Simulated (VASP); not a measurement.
A run of VASP 6.6.1 is set up as follows.

Contents of POSCAR:

```
Ge
1.0
    0.0000000000      2.7874140000      2.8602310000
    2.7874140000      0.0000000000      2.8602310000
    2.7874140000      2.7874140000      0.0000000000
Ge
2
Direct
    0.0000000000      0.0000000000      0.0000000000
    0.2500000000      0.2500000000      0.2500000000
```

File INCAR.step1:

```
ALGO = Normal
EDIFF = 1E-4
ENCUT = 520
GGA = PE
GGA_COMPAT = F
ISMEAR = 0
LASPH = T
LCHARG = F
LNONCOLLINEAR = T
LREAL = F
LSORBIT = T
LWAVE = T
MAGMOM = 0 0 0 0 0 0
NBANDS = 40
NELM = 150
PREC = Accurate
SIGMA = 0.01
```

INCAR.step2

```
ALGO = Normal
EDIFF = 1E-7
ENCUT = 520
GGA_COMPAT = F
ISIF = 2
ISMEAR = 0
ISTART = 1
LASPH = T
LCHARG = F
LMIXTAU = T
LNONCOLLINEAR = T
LORBIT = 11
LORBMOM = T
LREAL = F
LSORBIT = T
LWAVE = F
MAGMOM = 0 0 0 0 0 0
METAGGA = R2SCAN
NBANDS = 40
NELM = 150
PREC = Accurate
SIGMA = 0.01
```

Contents of KPOINTS:

```
k-points
0
Gamma
  10 10 10
```

Potentials or basis: VASP PAW PBE potentials, release 64 (Ge_d).

Run with:

```sh
$ cat potpaw_PBE.64/Ge_d/POTCAR > POTCAR
$ cp INCAR.step1 INCAR
$ mpirun -np 1 vasp_ncl > vasp.out
$ cp INCAR.step2 INCAR
$ mpirun -np 1 vasp_ncl > vasp.out
```

**Question.** What does it give for the net moment?

**Answer.** 0.00 μB per cell.

**Question.** Predict the pressure.

**Answer.** 2.1 GPa.

Stress tensor (GPa, compression positive):
```
2.91 0.00 0.00
0.00 2.91 0.00
0.00 0.00 0.62
```

Caveat: the PAW data sets were made with another functional, which shifts forces and pressure a little.
